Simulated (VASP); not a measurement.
## HgTe: single point with LDA

The system is HgTe.

```
Hg Te
1.0
     0.00000    2.89229    2.92150
     2.89229    0.00000    2.92150
     2.89229    2.89229    0.00000
Hg Te
1 1
Direct
  0.00000 0.00000 0.00000
  0.50000 0.50000 0.50000
```

This cell differs from its parent crystal: equal xx and yy strain of -1 %.

```
Program                : VASP 6.6.1
Task                   : single point
Functional             : LDA
Potentials or basis    : VASP PAW LDA potentials, release 64 (Hg, Te)
Cutoff                 : 520 eV
k mesh                 : 10 × 10 × 10
Occupations            : fermi-dirac, width 0.08 eV
Spin                   : no spin polarisation
Dipole correction      : no
Further INCAR settings : ALGO = Normal; EDIFF = 1e-06; NBANDS = 16
```

```yaml
Pressure: 6.3 GPa
Band_gap_on_the_k_mesh: zero (band 9 reaches 6.55 eV, above the bottom of band 10 at 3.16 eV)
```

Stress tensor (GPa, compression positive):
```
6.78 0.00 0.00
0.00 6.78 0.00
0.00 0.00 5.31
```

Levels at points of the mesh, in eV from the Fermi level:
```
           k point  band 5  band 6  band 7  band 8  band 9  band 10  band 11  band 12  band 13  band 14
(0.00, 0.00, 0.00)   -7.28   -7.28   -0.97   -0.97   -0.89    -0.36     7.71     7.73     7.74     7.74
(0.50, 0.00, 0.00)   -7.04   -7.04   -6.17    0.42    0.50     2.36     3.63     3.72     4.42    10.84
(0.50, 0.50, 0.00)   -6.92   -6.06   -5.35   -2.96   -2.89    -2.89     4.64     9.95     9.95    10.54
(0.50, 0.00, 0.50)   -6.92   -6.03   -5.35   -3.05   -2.99    -2.88     4.58     9.75    10.06    10.57
```

Wall time 23 s on 1 thread of Intel(R) Xeon(R) 6975P-C (Granite Rapids), with other jobs on the host, peak memory 0.21 GiB.

Caveat: the cell differs from its parent crystal (equal xx and yy strain of -1 %); spin-orbit coupling is left out, which moves the levels of the heavy elements.
